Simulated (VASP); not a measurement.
Wanted: the native input for a VASP 6.6.1 run.

```
Task                   : single point
Functional             : PBE
Potentials or basis    : VASP PAW PBE potentials, release 64 (B, N)
Cutoff                 : 520 eV
k mesh                 : 2 × 2 × 2, shifted
Occupations            : fermi-dirac, width 0.02 eV
Spin                   : no spin polarisation
Dipole correction      : no
Mended                 : yes
Further INCAR settings : LREAL = Auto; ALGO = Normal; EDIFF = 1e-06; NBANDS = 46; ISYM = -1
```

The structure of BN lies in POSCAR:

```
BN
1.0
   -3.5863140000      3.5863140000      0.0000000000
    0.0000000000      3.5863140000     -3.5863140000
   -3.5863140000      0.0000000000     -3.5863140000
B N
8 8
Direct
   -0.0263259157      0.4905911752      0.5077603355
   -0.0314166579     -0.0098120243      0.5055343732
   -0.0217340144      0.4848178380      0.0105261279
   -0.0239159204     -0.0104739853      0.0050374842
    0.4695892496      0.4888204156      0.5112529187
    0.4708732978     -0.0199992248      0.5136277805
    0.4838381413      0.4875316272      0.0090450808
    0.4707702672     -0.0094913608      0.0052332283
    0.3461806468      0.8584838082      0.3788807952
    0.3578218472      0.3562458558      0.3757285335
    0.3567384228      0.8624902895      0.8696734307
    0.3487820643      0.3588821280      0.8883759202
    0.8468637994      0.8611436422      0.3785754677
    0.8531907691      0.3589211653      0.3875176574
    0.8492428438      0.8579364495      0.8864640687
    0.8491098381      0.3579665640      0.8850194099
```

This cell differs from its parent crystal: dynamics (npt langevin) at 200 K, volume x 1.0, from the last frame before.

The input as run:

INCAR

```
SYSTEM = BN
  PREC = Accurate
  ENCUT = 520
  EDIFF = 1E-6
  ISMEAR = -1
  SIGMA = 0.02
  LREAL = Auto
  LASPH = .True.
  NELM = 120
  ALGO = Normal
  ISIF = 2
  LWAVE = .False.
  LCHARG = .False.
  GGA = PE
  NBANDS = 46
  GGA_COMPAT = .False.
  ISYM = -1
```

KPOINTS

```
explicit points
4
Reciprocal
  0.25000000   0.25000000   0.25000000 2
  0.25000000   0.25000000   0.75000000 2
  0.25000000   0.75000000   0.25000000 2
  0.25000000   0.75000000   0.75000000 2
```

Potentials or basis: VASP PAW PBE potentials, release 64 (B, N).

Run with:

```bash
$ cat potpaw_PBE.64/B/POTCAR potpaw_PBE.64/N/POTCAR > POTCAR
$ mpirun -np 1 vasp_std > vasp.out
```

It gave:

* Pressure: 13.6 GPa
* Largest force: 2.301 eV/Å
* Band gap on the k mesh: 5.77 eV

Caveat: the cell stands under pressure; the atoms stand as in a frame of molecular dynamics; a shifted mesh leaves out Γ, where band edges can lie; forces of over 1 eV/Å act on the atoms, so gaps and moduli don't describe the material at rest.

It took 81 s on 1 thread of Intel(R) Xeon(R) Platinum 8259CL CPU @ 2.50GHz (Skylake/Cascade Lake) (shared host), peak memory 0.23 GiB.
